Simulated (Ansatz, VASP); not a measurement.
Al: VASP beside Ansatz

The input INCAR:

```
ALGO = Fast ; EDIFF = 1E-7
ENCUT = 520 ; GGA = PS
ISIF = 2 ; ISMEAR = 0
LASPH = True ; LCHARG = False
LREAL = False ; LWAVE = False
NBANDS = 10 ; NELM = 60
PREC = Accurate ; SIGMA = 0.15
```

Contents of KPOINTS:

```
k-points
0
Gamma
  18 18 10
```

The input POSCAR:

```
Al
1.0
    3.0093000000      0.0000000000      0.0000000000
   -1.5046500000      2.6061302476      0.0000000000
    0.0000000000      0.0000000000      4.4157000000
Al
2
Direct
    0.6666666667      0.3333333333      0.7500000000
    0.3333333333      0.6666666667      0.2500000000
```

Input for Ansatz:

```yaml
crystal:
  lattice:
    - [3.0093, 0.0, 0.0]
    - [-1.50465, 2.6061302476, 0.0]
    - [0.0, 0.0, 4.4157]
  atoms:
    - { symbol: Al, position: [0.6666666667, 0.3333333333, 0.75] }
    - { symbol: Al, position: [0.3333333333, 0.6666666667, 0.25] }
basis:
  ecutwfc: 420
kpoints:
  mp_grid: { grid: [18, 18, 10] }
hamiltonian:
  xc: pbesol
  pseudopotentials: { kind: paw, azcp: { folder: soft_1 } }
scf:
  occupations: { method: gaussian, width: 0.15 }
output:
  forces: true
  stress: true
  eigenvalues: true
```

Alike in both runs: task single point; functional PBEsol; k mesh 18 × 18 × 10; occupations gaussian, width 0.15 eV; no spin polarisation.

```csv
,VASP,Ansatz
version,VASP 6.6.1,Ansatz 0.2.0
potentials or method,"VASP PAW PBE potentials, release 64 (Al), cutoff 520 eV","scalar-relativistic, plane waves, PAW"
valence electrons in the cell,6,6
```

```tsv
	VASP	Ansatz	Ansatz less VASP
gap on the k mesh at the Fermi level (eV)	none	none	-
pressure (GPa)	-3.1	-3.2	-0.07
traceless stress, the component that is largest in VASP (GPa)	3.90	3.87	-0.030
```

VASP's potentials were made for PBE, not for PBEsol, and Ansatz warns of the same on its side. A gap of «none» marks a metal or a gap that the smearing closes.
